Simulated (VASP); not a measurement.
# In (I4/mmm) in VASP: further runs

Runs on In. Level: PBEsol. Tasks: single point, relaxation of cell and atoms.

Program: VASP 6.6.1. These are calculated values, not measurements. Logs are shortened: lines on timing, memory, paths and dates and some standing lists are left out, and cuts for length are marked.

**1. The cell of the first run**

The structure is tetragonal, space group I4/mmm (No. 139). Conventional cell: a = 3.389 Å, b = 3.389 Å, c = 4.595 Å, α = 90.00°, β = 90.00°, γ = 90.00°. Within 4.4 Å of In (site symmetry 4/mmm) lie 12 In at 3.32 to 3.39 Å.

**2. Single point, PBEsol**

Contents of INCAR:

```
SYSTEM = In
PREC = Accurate ; ENCUT = 500
EDIFF = 1E-6 ; ISMEAR = 0
SIGMA = 0.1 ; LREAL = .FALSE.
LASPH = .TRUE. ; NELM = 120
ALGO = Normal ; ISIF = 2
LWAVE = .FALSE. ; LCHARG = .FALSE.
GGA = PS ; NBANDS = 12
GGA_COMPAT = .FALSE.
```

Contents of KPOINTS:

```
Automatic mesh
0
G
  8 8 8
  0 0 0
```

Contents of POSCAR:

```
In
1.0
   -1.6947072674      1.6947072674      2.2973723912
    1.6947072674     -1.6947072674      2.2973723912
    1.6947072674      1.6947072674     -2.2973723912
In
1
Direct
    0.0000000000      0.0000000000      0.0000000000
```

Potentials or basis: VASP PAW PBE potentials, release 64 (In_d).

Launch:

```console
cat potpaw_PBE.64/In_d/POTCAR > POTCAR
mpirun -np 1 vasp_std > vasp.out
```

OUTCAR:

```text
SYSTEM = In
   PREC = Accurate
   ENCUT = 500
   EDIFF = 1E-6
   ISMEAR = 0
   LREAL = .FALSE.
   LASPH = .TRUE.
   NELM = 120
   ISIF = 2
   GGA = PS

 ion  position               nearest neighbor table
   1  0.000  0.000  0.000-

  LATTYP: Found a body centered tetragonal cell.
 ALAT       =     3.3894145348
 C/A-ratio  =     1.3556160615

  Lattice vectors:

 A1 = (  -1.6947072674,   1.6947072674,   2.2973723912)
 A2 = (   1.6947072674,  -1.6947072674,   2.2973723912)
 A3 = (   1.6947072674,   1.6947072674,  -2.2973723912)

Analysis of symmetry for initial positions (statically):
=====================================================================
 Subroutine PRICEL returns:
 Original cell was already a primitive cell.

 Routine SETGRP: Setting up the symmetry group for a
 body centered tetragonal supercell.

 Subroutine GETGRP returns: Found 16 space group operations
 (whereof 16 operations were pure point group operations)
 out of a pool of 16 trial point group operations.

The static configuration has the point symmetry D_4h.

Analysis of symmetry for dynamics (positions and initial velocities):
=====================================================================
 Subroutine PRICEL returns:
 Original cell was already a primitive cell.

 Routine SETGRP: Setting up the symmetry group for a
 body centered tetragonal supercell.

 Subroutine GETGRP returns: Found 16 space group operations
 (whereof 16 operations were pure point group operations)
 out of a pool of 16 trial point group operations.

The dynamic configuration has the point symmetry D_4h.

 Subroutine INISYM returns: Found 16 space group operations
 (whereof 16 operations are pure point group operations),
 and found     1 'primitive' translations

----------------------------------------------------------------------------------------

                                     Primitive cell

  volume of cell :      26.3925

  direct lattice vectors                    reciprocal lattice vectors
    -1.694707267  1.694707267  2.297372391     0.000000000  0.295036205  0.217639945
     1.694707267 -1.694707267  2.297372391     0.295036205  0.000000000  0.217639945
     1.694707267  1.694707267 -2.297372391     0.295036205  0.295036205  0.000000000

  length of vectors
     3.319937552  3.319937552  3.319937552     0.366624477  0.366624477  0.417244202

  position of ions in fractional coordinates (direct lattice)
     0.000000000  0.000000000  0.000000000

  ion indices of the primitive-cell ions
   primitive index   ion index
                 1           1

----------------------------------------------------------------------------------------

 KPOINTS: Automatic mesh

Automatic generation of k-mesh.
 Grid dimensions read from file:
 generate k-points for:    8    8    8

 Generating k-lattice:

  Cartesian coordinates                     Fractional coordinates (reciprocal lattice)
     0.000000000  0.036879526  0.027204993     0.125000000 -0.000000000  0.000000000
     0.036879526  0.000000000  0.027204993    -0.000000000  0.125000000  0.000000000
     0.036879526  0.036879526  0.000000000     0.000000000  0.000000000  0.125000000

  Length of vectors
     0.045828060  0.045828060  0.052155525

  Shift w.r.t. Gamma in fractional coordinates (k-lattice)
     0.000000000  0.000000000  0.000000000

 Subroutine IBZKPT returns following result:
 ===========================================

 Found     59 irreducible k-points:

 Following reciprocal coordinates:
            Coordinates               Weight
  0.000000  0.000000  0.000000      1.000000
  0.125000  0.000000  0.000000      8.000000
  0.250000  0.000000  0.000000      8.000000
  0.375000  0.000000  0.000000      8.000000
  0.500000  0.000000  0.000000      4.000000
  0.125000  0.125000  0.000000      8.000000
[... 16 lines left out ...]
  0.250000  0.125000  0.125000     16.000000
  0.375000  0.125000  0.125000      8.000000
 [... further k-points ...]
   k-points           NKPTS =     59   k-points in BZ     NKDIM =     59   number of bands    NBANDS=     12
   number of dos      NEDOS =    301   number of ions     NIONS =      1
   total plane-waves  NPLWV =  13824
   dimension x,y,z NGX =    24 NGY =   24 NGZ =   24
   dimension x,y,z NGXF=    48 NGYF=   48 NGZF=   48
   ions per type =               1
   NGX,Y,Z   is equivalent  to a cutoff of  12.02, 12.02, 12.02 a.u.
   NGXF,Y,Z  is equivalent  to a cutoff of  24.04, 24.04, 24.04 a.u.
 SYSTEM =  In
   PREC   = accura    normal or accurate (medium, high low for compatibility)
   ISTART =      0    job   : 0-new  1-cont  2-samecut
   ICHARG =      2    charge: 1-file 2-atom 10-const
   ISPIN  =      1    spin polarized calculation?
   LNONCOLLINEAR =      F non collinear calculations
   LSORBIT =      F    spin-orbit coupling
   LASPH  =      T    aspherical Exc in radial PAW
   ENCUT  =  500.0 eV  36.75 Ry    6.06 a.u.   6.05  6.05  6.05*2*pi/ulx,y,z
   NELM   =    120;   NELMIN=  2; NELMDL= -5     # of ELM steps
   EDIFF  = 0.1E-05   stopping-criterion for ELM
   LREAL  =      F    real-space projection
   EDIFFG = 0.1E-04   stopping-criterion for IOM
   NSW    =      0    number of steps for IOM
   IBRION =     -1    ionic relax: 0-MD 1-quasi-New 2-CG
   NFREE  =      0    steps in history (QN), initial steepest desc. (CG)
   ISIF   =      2    stress and relaxation
   ISYM   =      2    0-nonsym 1-usesym 2-fastsym
   POTIM  = 0.5000    time-step for ionic-motion
   TEBEG  =    0.0;   TEEND  =   0.0 temperature during run
   PSTRESS=    0.0 pullay stress
   NELECT =      13.0000    total number of electrons
   NUPDOWN=      -1.0000    fix difference up-down
   EMIN   =  10.00;   EMAX   =-10.00  energy-range for DOS
   EFERMI =   0.00;   METHOD = LEGACY
   ISMEAR =     0;   SIGMA  =   0.10  broadening in eV -4-tet -1-fermi 0-gaus
   EFERMI_NEDOS =   21; number of points for ismear=-14 and -15
   IALGO  =     38    algorithm
   IMIX   =      4    mixing-type and parameters
     AMIX     =   0.40;   BMIX     =  1.00
     AMIX_MAG =   1.60;   BMIX_MAG =  1.00
  volume/ion in A,a.u.               =      26.39       178.11
  Fermi-wavevector in a.u.,A,eV,Ry     =   1.292892  2.443212 22.743098  1.671571
  Thomas-Fermi vector in A             =   2.424572
   LORBIT       =      0    0 simple, 1 ext, 2 COOP (PROOUT), +10 PAW based schemes
   GGA     = PS    functional components
   LHFCALC =     F    Hartree Fock is set to
   AEXX    =    0.0000 exact exchange contribution
   IVDW    =     0    specifies the selected vdW correction
   LEPSILON=     F    determine dielectric tensor
   LRPA    =     F    only Hartree local field effects (RPA)
 non-spin polarized calculation
 Gauss-broadening in eV      SIGMA  =   0.10
  energy-cutoff  :      500.00
  volume of cell :       26.39
 maximum number of plane-waves:       682
   NGX = 13   NGY = 13   NGZ = 13

 number of electron      12.9999997 magnetization

 Free energy of the ion-electron system (eV)
  ---------------------------------------------------
  ext. energy  EPLUGINS =         0.00000000
  ---------------------------------------------------
  free energy    TOTEN  =        -2.96261311 eV

  energy without entropy =       -2.95818635  energy(sigma->0) =       -2.96039973

 E-fermi :   7.3210     XC(G=0): -10.3641

 val. band max:        7.3034699867   @ k =  -0.2500  -0.3750   0.1250
 cond. band min:       7.3222536858   @ k =  -0.3750  -0.3750   0.1250
 fundamental gap:      0.0187836991
 Fermi energy:         7.3209636780

 k-point     1 :       0.0000    0.0000    0.0000
  band No.  band energies     occupation
      1      -7.2971      2.00000
      2      -7.2971      2.00000
      3      -7.2408      2.00000
      4      -7.1353      2.00000
      5      -7.0840      2.00000
      6      -2.2480      2.00000
      7      17.6604      0.00000
      8      17.7734      0.00000
      9      17.7734      0.00000
     10      18.7839      0.00000
     11      21.1659      0.00000
     12      21.1659      0.00000

 k-point     2 :       0.1250    0.0000    0.0000
  band No.  band energies     occupation
      1      -7.2922      2.00000
      2      -7.2736      2.00000
      3      -7.2279      2.00000
      4      -7.1315      2.00000
      5      -7.0886      2.00000
      6      -1.9068      2.00000
      7      14.5580      0.00000
      8      17.1538      0.00000
      9      17.2556      0.00000
     10      18.5376      0.00000
     11      22.0173      0.00000
     12      22.1545      0.00000

 k-point     3 :       0.2500    0.0000    0.0000
  band No.  band energies     occupation
      1      -7.3042      2.00000
      2      -7.2602      2.00000
      3      -7.2137      2.00000
      4      -7.0770      2.00000
      5      -7.0650      2.00000
      6      -0.8661      2.00000
      7      10.3551      0.00000
      8      16.1813      0.00000
      9      16.5505      0.00000
     10      18.4158      0.00000
     11      20.8450      0.00000
     12      20.8467      0.00000

 k-point     4 :       0.3750    0.0000    0.0000
  band No.  band energies     occupation
      1      -7.3312      2.00000
      2      -7.2814      2.00000
      3      -7.2330      2.00000
      4      -7.0000      2.00000
      5      -6.9852      2.00000
      6       0.8860      2.00000
      7       6.6143      2.00000
      8      15.4630      0.00000
      9      16.0547      0.00000
     10      18.2801      0.00000
     11      19.7637      0.00000
     12      19.9102      0.00000

 k-point     5 :       0.5000    0.0000    0.0000
  band No.  band energies     occupation
      1      -7.3450      2.00000
      2      -7.2934      2.00000
      3      -7.2450      2.00000
      4      -6.9678      2.00000
      5      -6.9432      2.00000
      6       2.9277      2.00000
      7       3.9003      2.00000
      8      15.1996      0.00000
      9      15.8799      0.00000
     10      18.2105      0.00000
     11      19.4041      0.00000
     12      19.6003      0.00000
[... 228 lines left out ...]
      1      -7.4987      2.00000
      2      -7.3998      2.00000
      3      -6.9674      2.00000
      4      -6.9388      2.00000
      5      -6.8998      2.00000
      6       4.8898      2.00000
      7       4.9167      2.00000
      8      11.3452      0.00000
      9      11.5776      0.00000
     10      14.8127      0.00000
     11      14.9993      0.00000
     12      28.7178      0.00000

 k-point    22 :       0.1250    0.1250    0.1250
  band No.  band energies     occupation
      1      -7.3460      2.00000
      2      -7.2489      2.00000
      3      -7.1483      2.00000
      4      -7.1015      2.00000
      5      -7.0125      2.00000
      6       0.0351      2.00000
      7      10.7771      0.00000
      8      11.4274      0.00000
      9      14.3989      0.00000
     10      18.7295      0.00000
     11      18.9278      0.00000
     12      23.3682      0.00000

 k-point    23 :       0.2500    0.1250    0.1250
  band No.  band energies     occupation
      1      -7.3181      2.00000
      2      -7.2732      2.00000
      3      -7.1484      2.00000
      4      -7.0629      2.00000
      5      -6.9893      2.00000
      6       1.7708      2.00000
      7       7.4438      0.08225
      8      10.7893      0.00000
      9      12.8104      0.00000
     10      18.6603      0.00000
     11      21.2120      0.00000
     12      22.7585      0.00000

 k-point    24 :       0.3750    0.1250    0.1250
  band No.  band energies     occupation
      1      -7.3063      2.00000
      2      -7.2788      2.00000
      3      -7.1385      2.00000
      4      -7.0658      2.00000
      5      -6.9764      2.00000
      6       3.6754      2.00000
      7       4.9100      2.00000
      8      10.8072      0.00000
      9      12.1068      0.00000
     10      18.6470      0.00000
     11      21.1321      0.00000
     12      24.9446      0.00000

 [... further k-points ...]

------------------------ aborting loop because EDIFF is reached ----------------------------------------

  FORCE on cell =-STRESS in cart. coord.  units (eV):
  Direction    XX          YY          ZZ          XY          YZ          ZX
  --------------------------------------------------------------------------------------
  -------------------------------------------------------------------------------------
  Total       -0.0489716     -0.0489716     -0.5150444      0.0000000      0.0000000      0.0000000
  in kB       -2.9728551     -2.9728551    -31.2661536      0.0000000      0.0000000      0.0000000
  external PRESSURE =     -12.4039546 kB  Pullay stress =       0.0000000 kB

 VOLUME and BASIS-vectors are now :
 -----------------------------------------------------------------------------
  energy-cutoff  :      500.00
  volume of cell :       26.39
      direct lattice vectors                 reciprocal lattice vectors
    -1.694707267  1.694707267  2.297372391     0.000000000  0.295036205  0.217639945
     1.694707267 -1.694707267  2.297372391     0.295036205  0.000000000  0.217639945
     1.694707267  1.694707267 -2.297372391     0.295036205  0.295036205  0.000000000

 POSITION                                       TOTAL-FORCE (eV/Angst)
 -----------------------------------------------------------------------------------
      0.00000      0.00000      0.00000         0.000000     -0.000000      0.000000
 -----------------------------------------------------------------------------------
    total drift:                                0.000000      0.000000     -0.000000

  FREE ENERGIE OF THE ION-ELECTRON SYSTEM (eV)
  ---------------------------------------------------
  free  energy   TOTEN  =        -2.9626131144 eV

  energy  without entropy=       -2.9581863457  energy(sigma->0) =       -2.96039973
```

Run time: 9.7 s. Hardware: 1 thread of Intel Xeon Platinum 8259CL at 2.50GHz (Skylake/Cascade Lake), shared host; peak memory 0.14 GiB.

Results:

```yaml
Free_energy: -2.9626 eV
Pressure: -1.2 GPa
Band_gap_on_the_k_mesh: zero (an odd number of electrons rules out a gap without spin polarisation)
```

Caveat: the PAW data sets were made with another functional, which shifts forces and pressure a little; spin-orbit coupling is left out, which moves the levels of the heavy elements.

**3. Relaxation of cell and atoms, PBEsol**

Contents of INCAR:

```
  PREC = Accurate
  ENCUT = 600
  EDIFF = 1E-7
  ISMEAR = 0
  SIGMA = 0.1
  LREAL = False
  LASPH = True
  NELM = 60
  ALGO = Fast
  ISIF = 3
  LWAVE = False
  LCHARG = False
  GGA = PS
  IBRION = 2
  NSW = 100
  EDIFFG = -0.005
```

Contents of KPOINTS:

```
Automatic mesh
0
Gamma
  18 18 18
```

POSCAR is that of step 2.

Potentials or basis: VASP PAW PBE potentials, release 64 (In_d).

Launch:

```console
cat potpaw_PBE.64/In_d/POTCAR > POTCAR
mpirun -np 1 vasp_std > vasp.out
```

OUTCAR:

```text
PREC = Accurate
   ENCUT = 600
   EDIFF = 1E-7
   ISMEAR = 0
   LREAL = False
   LASPH = True
   NELM = 60
   ISIF = 3
   GGA = PS
   IBRION = 2
   NSW = 100
   EDIFFG = -0.005

 ion  position               nearest neighbor table
   1  0.000  0.000  0.000-

  LATTYP: Found a body centered tetragonal cell.
 ALAT       =     3.3894145348
 C/A-ratio  =     1.3556160615

  Lattice vectors:

 A1 = (  -1.6947072674,   1.6947072674,   2.2973723912)
 A2 = (   1.6947072674,  -1.6947072674,   2.2973723912)
 A3 = (   1.6947072674,   1.6947072674,  -2.2973723912)

Analysis of symmetry for initial positions (statically):
=====================================================================
[... 364 lines left out ...]
 Fermi energy:         7.6038323554

 k-point     1 :       0.0000    0.0000    0.0000
  band No.  band energies     occupation
      1      -6.9668      2.00000
      2      -6.9668      2.00000
      3      -6.9608      2.00000
      4      -6.7840      2.00000
      5      -6.7771      2.00000
      6      -2.1141      2.00000
      7      18.3347      0.00000
      8      18.3463      0.00000
      9      18.3463      0.00000
     10      19.1705      0.00000
[... 287 lines left out ...]
 k-point    24 :      -0.2222    0.0556    0.0000
  band No.  band energies     occupation
      1      -6.9898      2.00000
      2      -6.9169      2.00000
      3      -6.9076      2.00000
      4      -6.7905      2.00000
      5      -6.7424      2.00000
      6      -1.1176      2.00000
      7      12.3757      0.00000
      8      16.3669      0.00000
      9      17.3060      0.00000
     10      19.2447      0.00000

 [... further k-points ...]

------------------------ aborting loop because EDIFF is reached ----------------------------------------

  FORCE on cell =-STRESS in cart. coord.  units (eV):
  Direction    XX          YY          ZZ          XY          YZ          ZX
  --------------------------------------------------------------------------------------
  -------------------------------------------------------------------------------------
  Total       -0.0046803     -0.0046803      0.0011289      0.0000000     -0.0000000      0.0000000
  in kB       -0.2928058     -0.2928058      0.0706236      0.0000000     -0.0000000      0.0000000
  external PRESSURE =      -0.1716627 kB  Pullay stress =       0.0000000 kB
[... 16 lines left out ...]
  FREE ENERGIE OF THE ION-ELECTRON SYSTEM (eV)
  ---------------------------------------------------
  free  energy   TOTEN  =        -2.9867282993 eV

  energy  without entropy=       -2.9845189029  energy(sigma->0) =       -2.98562360

 reached required accuracy - stopping structural energy minimisation
```

CONTCAR:

```text
In
   1.00000000000000
    -1.6567534676897355    1.6567534676897355    2.3325133582090301
     1.6567534676897355   -1.6567534676897355    2.3325133582090309
     1.6567534676897355    1.6567534676897355   -2.3325133582090309
  In
     1
Direct
     0.0000000000000000    0.0000000000000000    0.0000000000000000

  0.00000000E+00  0.00000000E+00  0.00000000E+00
```

Wall time 8.8 min (1 thread of Intel Xeon 6975P-C (Granite Rapids), shared host); peak memory 0.31 GiB.

Results:

```
Free energy                           : -2.9867 eV
Relaxed volume                        : 25.61 Å³/atom
Relaxed cell                          : a = 3.306 Å, b = 3.306 Å, c = 3.306 Å, α = 119.85°, β = 119.85°, γ = 90.26°
Space group after relaxing (to 0.1 Å) : Fm-3m (No. 225)
Energy gained by relaxing             : 4.5 meV/atom
Ionic steps                           : 13
Pressure after relaxing               : 0.0 GPa
Band gap on the k mesh                : zero (an odd number of electrons rules out a gap without spin polarisation)
```

The path:
```
step  energy change (eV)  largest force (eV/Å)  pressure (GPa)  volume (Å³)
   1              0.0000                0.0000           -1.37        26.39
   2             -0.0036                0.0000            0.08        25.54
   3             -0.0036                0.0000            0.00        25.57
   4             -0.0037                0.0000            0.02        25.57
   5             -0.0040                0.0000            0.01        25.59
   6             -0.0044                0.0000           -0.02        25.61
   7             -0.0043                0.0000           -0.08        25.64
   8             -0.0045                0.0000            0.06        25.62
   9             -0.0045                0.0000           -0.02        25.62
  10             -0.0045                0.0000            0.08        25.57
  11             -0.0045                0.0000            0.02        25.60
  12             -0.0045                0.0000            0.01        25.61
  13             -0.0045                0.0000           -0.02        25.61
```

Final structure:
```cif
data_structure
_symmetry_space_group_name_H-M 'P 1'
_symmetry_Int_Tables_number 1
_cell_length_a 3.3061
_cell_length_b 3.3061
_cell_length_c 3.3061
_cell_angle_alpha 119.852
_cell_angle_beta 119.852
_cell_angle_gamma 90.257
_cell_volume 25.61
loop_
_atom_site_label
_atom_site_type_symbol
_atom_site_fract_x
_atom_site_fract_y
_atom_site_fract_z
_atom_site_occupancy
In1 In 0.00000 0.00000 0.00000 1
```

Levels at points of the mesh, in eV from the Fermi level:
| k point | band 2 | band 3 | band 4 | band 5 | band 6 | band 7 | band 8 | band 9 | band 10 |
| --- | --- | --- | --- | --- | --- | --- | --- | --- | --- |
| (0.00, 0.00, 0.00) | -14.57 | -14.56 | -14.39 | -14.38 | -9.72 | 10.73 | 10.74 | 10.74 | 11.57 |
| (0.50, 0.00, 0.00) | -14.56 | -14.56 | -14.22 | -14.22 | -4.35 | -3.49 | 8.50 | 8.58 | 10.87 |
| (0.50, 0.50, 0.00) | -14.71 | -14.23 | -14.18 | -14.17 | -2.32 | -2.10 | 4.07 | 4.09 | 7.50 |
| (0.50, 0.50, 0.50) | -14.71 | -14.23 | -14.18 | -14.18 | -2.27 | -2.02 | 4.02 | 4.02 | 7.43 |

Caveat: the PAW data sets were made with another functional, which shifts forces and pressure a little; spin-orbit coupling is left out, which moves the levels of the heavy elements.
